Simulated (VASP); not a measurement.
# Re (P6_3/mmc) in VASP: notebook, part 2 of 2

VASP 6.6.1. The steps go on from the part before.

## 4. Relaxation of the atoms, PBE

File INCAR:

```
  PREC = Accurate
  ENCUT = 520
  EDIFF = 1E-6
  ISMEAR = 0
  SIGMA = 0.1
  LREAL = False
  LASPH = True
  NELM = 80
  ALGO = Normal
  ISIF = 2
  LWAVE = False
  LCHARG = False
  GGA = PE
  IBRION = 2
  NSW = 50
  EDIFFG = -0.08
```

File KPOINTS:

```
regular mesh
0
Gamma
  5 5 3
```

File POSCAR:

```
Re
1.0
    2.7653363785      0.0000000000      0.0000000000
   -1.3826681893      2.3948515538      0.0000000000
    0.0000000000      0.0000000000      4.4735766300
Re
2
Direct
    0.3333333333      0.6666666667      0.2500000000
    0.6666666667      0.3333333333      0.7500000000
```

Potentials or basis: VASP PAW PBE potentials, release 64 (Re).

Started as:

```bash
$ cat potpaw_PBE.64/Re/POTCAR > POTCAR
$ mpirun -np 1 vasp_std > vasp.out
```

OUTCAR:

```text
PREC = Accurate
   ENCUT = 520
   EDIFF = 1E-6
   ISMEAR = 0
   LREAL = False
   LASPH = True
   NELM = 80
   ISIF = 2
   GGA = PE
   IBRION = 2
   NSW = 50
   EDIFFG = -0.08

 ion  position               nearest neighbor table
   1  0.333  0.667  0.250-   2 2.75   2 2.75   2 2.75   2 2.75   2 2.75   2 2.75
   2  0.667  0.333  0.750-   1 2.75   1 2.75   1 2.75   1 2.75   1 2.75   1 2.75

  LATTYP: Found a hexagonal cell.
 ALAT       =     2.7653363785
 C/A-ratio  =     1.6177332583

  Lattice vectors:

 A1 = (   2.7653363785,   0.0000000000,   0.0000000000)
 A2 = (  -1.3826681893,   2.3948515538,   0.0000000000)
 A3 = (   0.0000000000,   0.0000000000,   4.4735766300)

Analysis of symmetry for initial positions (statically):
=====================================================================
 Subroutine PRICEL returns:
 Original cell was already a primitive cell.

 Routine SETGRP: Setting up the symmetry group for a
 hexagonal supercell.

 Subroutine GETGRP returns: Found 24 space group operations
 (whereof 12 operations were pure point group operations)
[... 162 lines left out ...]
      1      -2.0237      2.00000
      2       1.2292      2.00000
      3       6.2520      2.00000
      4       6.2629      2.00000
      5       6.2629      2.00000
      6       7.0891      2.00000
      7       7.0891      2.00000
      8       8.0495      0.00082
      9       8.0495      0.00082
     10       8.3869      0.00000
     11      11.1810      0.00000
[... 113 lines left out ...]
 k-point    10 :       0.4000    0.2000    0.3333
  band No.  band energies     occupation
      1       2.2272      2.00000
      2       3.2283      2.00000
      3       3.7692      2.00000
      4       4.7042      2.00000
      5       5.0631      2.00000
      6       6.7228      2.00000
      7       7.9484      0.05540
      8       9.1739      0.00000
      9      11.0108      0.00000
     10      11.8670      0.00000
     11      15.0389      0.00000

------------------------ aborting loop because EDIFF is reached ----------------------------------------

  FORCE on cell =-STRESS in cart. coord.  units (eV):
  Direction    XX          YY          ZZ          XY          YZ          ZX
  --------------------------------------------------------------------------------------
  -------------------------------------------------------------------------------------
  Total        0.7464424      0.7464424     -0.9760145     -0.0000000     -0.0000000      0.0000000
  in kB       40.3669041     40.3669041    -52.7819458     -0.0000000     -0.0000000      0.0000000
  external PRESSURE =       9.3172874 kB  Pullay stress =       0.0000000 kB

 VOLUME and BASIS-vectors are now :
 -----------------------------------------------------------------------------
  energy-cutoff  :      520.00
  volume of cell :       29.63
      direct lattice vectors                 reciprocal lattice vectors
     2.765336378  0.000000000  0.000000000     0.361619660  0.208781208  0.000000000
    -1.382668189  2.394851554  0.000000000     0.000000000  0.417562416  0.000000000
     0.000000000  0.000000000  4.473576630     0.000000000  0.000000000  0.223534787

 POSITION                                       TOTAL-FORCE (eV/Angst)
 -----------------------------------------------------------------------------------
     -0.00000      1.59657      1.11839        -0.000000     -0.000000      0.000000
      1.38267      0.79828      3.35518         0.000000      0.000000      0.000000
 -----------------------------------------------------------------------------------
    total drift:                                0.000000     -0.000000     -0.000000

  FREE ENERGIE OF THE ION-ELECTRON SYSTEM (eV)
  ---------------------------------------------------
  free  energy   TOTEN  =       -24.8897498884 eV

  energy  without entropy=      -24.8821867460  energy(sigma->0) =      -24.88596832

 reached required accuracy - stopping structural energy minimisation
```

CONTCAR:

```text
Re
   1.00000000000000
     2.7653363784999998    0.0000000000000000    0.0000000000000000
    -1.3826681892999999    2.3948515538000001    0.0000000000000000
     0.0000000000000000    0.0000000000000000    4.4735766300000002
  Re
     2
Direct
     0.3333333332999970    0.6666666667000030    0.2500000000000000
     0.6666666667000030    0.3333333332999970    0.7500000000000000

  0.00000000E+00  0.00000000E+00  0.00000000E+00
  0.00000000E+00  0.00000000E+00  0.00000000E+00
```

Wall time 7.1 s (1 thread of Intel Xeon Platinum 8488C (Sapphire Rapids), shared host); peak memory 0.15 GiB.

Results:

```
Free energy             : -24.8897 eV
Pressure after relaxing : 0.9 GPa
Band gap on the k mesh  : zero (band 7 reaches 8.33 eV, above the bottom of band 8 at 6.49 eV)
```

Stress tensor (GPa, compression positive):
```
 4.04  0.00  0.00
 0.00  4.04  0.00
 0.00  0.00 -5.28
```

Final structure:
```
Re
1.0
     2.76534    0.00000    0.00000
    -1.38267    2.39485    0.00000
     0.00000    0.00000    4.47358
Re
2
Direct
  0.33333 0.66667 0.25000
  0.66667 0.33333 0.75000
```

Caveat: the k points lie up to 0.52 Å⁻¹ apart; the relaxation stopped at its first step, so nothing moved; spin-orbit coupling is left out, which moves the levels of the heavy elements.

## 5. Single point, PBEsol, collinear spin, ferromagnetic start

File INCAR:

```
PREC = Accurate ; ENCUT = 520
EDIFF = 1E-6 ; ISMEAR = 0
SIGMA = 0.1 ; LREAL = False
LASPH = True ; NELM = 150
ALGO = Normal ; ISIF = 2
LWAVE = False ; LCHARG = False
ISPIN = 2 ; MAGMOM = 1.32 1.32
LORBIT = 11 ; NUPDOWN = 3.0
LMAXMIX = 4 ; GGA = PS
NBANDS = 18
```

File KPOINTS:

```
regular mesh
0
Gamma
  9 9 6
```

POSCAR is that of step 4.

Started as:

```bash
$ cat potpaw_PBE.64/Re/POTCAR > POTCAR
$ mpirun -np 1 vasp_std > vasp.out
```

Wall time 42 s (1 thread of Intel Xeon Platinum 8488C (Sapphire Rapids), shared host); peak memory 0.19 GiB.

It converged, with:

* Free energy: -24.6488 eV
* Pressure: 11.8 GPa
* Net moment: 3.00 μB per cell
* Site moments: Re +1.42 μB
* Valence electrons inside the program's atomic spheres: Re 6.16

Stress tensor (GPa, compression positive):
```
11.73  0.00  0.00
 0.00 11.73  0.00
 0.00  0.00 11.82
```

Caveat: the PAW data sets were made with another functional, which shifts forces and pressure a little; spin-orbit coupling is left out, which moves the levels of the heavy elements; the total moment is fixed, so each spin has its own Fermi level.

## 6. Summary

| task | level | spin | fixed moment (μB) | cell | k mesh | gap on the mesh (eV) | pressure (GPa) |
| --- | --- | --- | --- | --- | --- | --- | --- |
| single point | PBE | off | - | as given | 5 × 5 × 3 | none | 0.9 |
| single point | PBE | off | - | as given | 9 × 9 × 6 | none | 3.0 |
| relaxation of the atoms | PBE | off | - | atoms relaxed | 5 × 5 × 3 | none | 0.9 |
| single point | PBEsol | collinear, ferromagnetic start | 3.0 | as given | 9 × 9 × 6 | - | 11.8 |

Alike in all rows: potentials or basis VASP PAW PBE potentials, release 64 (Re); cutoff (eV) 520; smearing gaussian 0.1 eV.

Caveats: some runs use coarse meshes; spin-orbit coupling is left out, which moves the levels of the heavy elements; the relaxation stopped at its first step, so nothing moved (some runs); the PAW data sets were made with another functional, which shifts forces and pressure a little (some runs); the total moment is fixed, so each spin has its own Fermi level (some runs).

Total energies depend on the potentials used, so only differences within one code and one set of settings carry meaning.
